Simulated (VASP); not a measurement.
Here is a VASP 6.6.1 calculation.

File INCAR:

```
PREC     = Accurate       # precision mode
ENCUT    = 520            # plane-wave cutoff, eV
EDIFF    = 1E-6           # SCF threshold, eV
ISMEAR   = 0              # smearing method
SIGMA    = 0.1            # smearing width, eV
LREAL    = F              # projectors in reciprocal space
LASPH    = T              # aspherical terms in the spheres
NELM     = 80             # most SCF steps
ALGO     = Normal         # electronic algorithm
ISIF     = 2              # what is computed and relaxed
LWAVE    = F              # write WAVECAR
LCHARG   = F              # write CHGCAR
GGA      = PE             # functional
NBANDS   = 29             # bands
```

KPOINTS

```
regular mesh
0
Gamma
  6 6 6
```

File POSCAR:

```
HfN2
1.0
    0.0000000000      3.1583674062      3.1583674062
    3.1583674062      0.0000000000      3.1583674062
    3.1583674062      3.1583674062      0.0000000000
Hf N
2 4
Direct
    0.0000000000      0.0000000000      0.0000000000
    0.2500000000      0.2500000000      0.2500000000
    0.6250000000      0.6250000000      0.6250000000
    0.1250000000      0.6250000000      0.6250000000
    0.6250000000      0.6250000000      0.1250000000
    0.6250000000      0.1250000000      0.6250000000
```

Potentials or basis: VASP PAW PBE potentials, release 64 (Hf_pv, N).

Run with:

```console
$ cat potpaw_PBE.64/Hf_pv/POTCAR potpaw_PBE.64/N/POTCAR > POTCAR
$ mpirun -np 1 vasp_std > vasp.out
```

(1) Predict the pressure.

(2) What does it give for the band gap on the k mesh?

Results:

(1) -1.7 GPa.

(2) zero (bands 20 and 21 overlap by 1.22 eV).

Caveat: spin-orbit coupling is left out, which moves the levels of the heavy elements.
